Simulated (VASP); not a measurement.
**C: relaxation of cell and atoms with PBE**

Crystal: C.

```xyz
1
Lattice="-0.8115 0.8115 4.1404 0.8115 -0.8115 4.1404 0.8115 0.8115 -4.1404" Properties=species:S:1:pos:R:3 pbc="T T T"
C     0.0000    0.0000    0.0000
```

The cell was generated, and may not be a known phase.

```yaml
Program: VASP 6.6.1
Task: relaxation of cell and atoms
Functional: PBE
Potentials_or_basis: VASP PAW PBE potentials, release 64 (C)
Cutoff: 600 eV
k_mesh: 46 × 46 × 46
Occupations: gaussian, width 0.1 eV
Spin: no spin polarisation
Dipole_correction: no
Further_INCAR_settings: ALGO = Normal; EDIFF = 1e-07; IBRION = 2; EDIFFG = -0.01; NSW = 100; ISIF = 3
```

```
Relaxed volume                        : 10.06 Å³/atom
Relaxed cell                          : a = 3.989 Å, b = 3.989 Å, c = 3.989 Å, α = 156.52°, β = 156.52°, γ = 33.45°
Space group after relaxing (to 0.1 Å) : I4/mmm (No. 139)
Energy gained by relaxing             : 0.6 meV/atom
Ionic steps                           : 14
Pressure after relaxing               : 0.1 GPa
Band gap on the k mesh                : zero (bands 2 and 3 overlap by 2.43 eV)
```

Stress tensor (GPa, compression positive):
```
0.13 0.00 0.00
0.00 0.13 0.00
0.00 0.00 0.05
```

Step by step:
```tsv
step	energy change (eV)	largest force (eV/Å)	pressure (GPa)	volume (Å³)
1	0.0000	0.0000	0.14	10.91
2	0.0000	0.0000	-0.39	10.92
3	0.0000	0.0000	-0.09	10.91
4	0.0000	0.0000	-0.09	10.91
5	0.0000	0.0000	-0.08	10.89
6	-0.0001	0.0000	-0.05	10.84
7	-0.0002	0.0000	0.02	10.76
8	-0.0003	0.0000	0.14	10.60
9	-0.0006	0.0000	0.43	10.27
10	-0.0006	0.0000	0.55	10.14
11	-0.0006	0.0000	0.53	10.13
12	-0.0006	0.0000	0.47	10.12
13	-0.0006	0.0000	0.34	10.10
14	-0.0006	0.0000	0.10	10.06
```

Final structure:
```
C
1.0
    -0.81155    0.81155    3.81992
     0.81155   -0.81155    3.81992
     0.81155    0.81155   -3.81992
C
1
Direct
  0.00000 0.00000 0.00000
```

Levels at points of the mesh, in eV from the Fermi level:
```tsv
k point	band 1	band 2	band 3	band 4	band 5
(0.00, 0.00, 0.00)	-19.25	-6.47	3.90	15.74	15.74
(0.50, 0.00, 0.00)	-10.18	-6.52	1.82	12.64	18.67
(0.50, 0.50, 0.00)	-2.84	-2.83	7.73	8.70	14.02
(0.50, 0.50, 0.50)	-19.15	-7.50	8.76	13.73	15.74
```

It took 77 min on 1 thread of Intel(R) Xeon(R) 6975P-C (Granite Rapids) (shared host), peak memory 0.73 GiB.
